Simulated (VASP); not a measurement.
Set up this calculation in VASP 6.6.1, as the native input.

```yaml
Task: single point
Functional: PBE
Potentials_or_basis: VASP PAW PBE potentials, release 64 (Hf_pv, O)
Cutoff: 520 eV
k_mesh: 8 × 8 × 8
Occupations: gaussian, width 0.01 eV
Spin: no spin polarisation
Dipole_correction: no
Further_INCAR_settings: ALGO = Normal; EDIFF = 1e-06; NBANDS = 18
```

The structure of HfO2 lies in POSCAR:

```
HfO2
1.0
    0.0000000000      2.4967749791      2.4967749791
    2.4967749791      0.0000000000      2.4967749791
    2.4967749791      2.4967749791      0.0000000000
Hf O
1 2
Direct
    0.0000000000      0.0000000000      0.0000000000
    0.2500000000      0.2500000000      0.2500000000
    0.7500000000      0.7500000000      0.7500000000
```

This cell differs from its parent crystal: volume changed by -6%.

These files were run (other wordings do the same):

INCAR

```
ALGO     = Normal         # electronic algorithm
EDIFF    = 1E-6           # SCF threshold, eV
ENCUT    = 520            # plane-wave cutoff, eV
GGA      = PE             # functional
ISIF     = 2              # what is computed and relaxed
ISMEAR   = 0              # smearing method
LASPH    = True           # aspherical terms in the spheres
LCHARG   = True           # write CHGCAR
LELF     = True           # ELF
LREAL    = False          # projectors in reciprocal space
LVHAR    = True         
LWAVE    = False          # write WAVECAR
NBANDS   = 18             # bands
NELM     = 80             # most SCF steps
PREC     = Accurate       # precision mode
SIGMA    = 0.01           # smearing width, eV
```

KPOINTS

```
k-points
0
Gamma
  8 8 8
```

Potentials or basis: VASP PAW PBE potentials, release 64 (Hf_pv, O).

The run is started by

```sh
$ cat potpaw_PBE.64/Hf_pv/POTCAR potpaw_PBE.64/O/POTCAR > POTCAR
$ mpirun -np 1 vasp_std > vasp.out
```

It gave:

| Item | Value |
| --- | --- |
| Pressure | 13.1 GPa |
| Band gap on the k mesh | 3.92 eV, direct |

Caveat: spin-orbit coupling is left out, which moves the levels of the heavy elements.

It took 9.1 s on 1 thread of Intel(R) Xeon(R) 6975P-C (Granite Rapids), with other jobs on the host, peak memory 0.16 GiB.
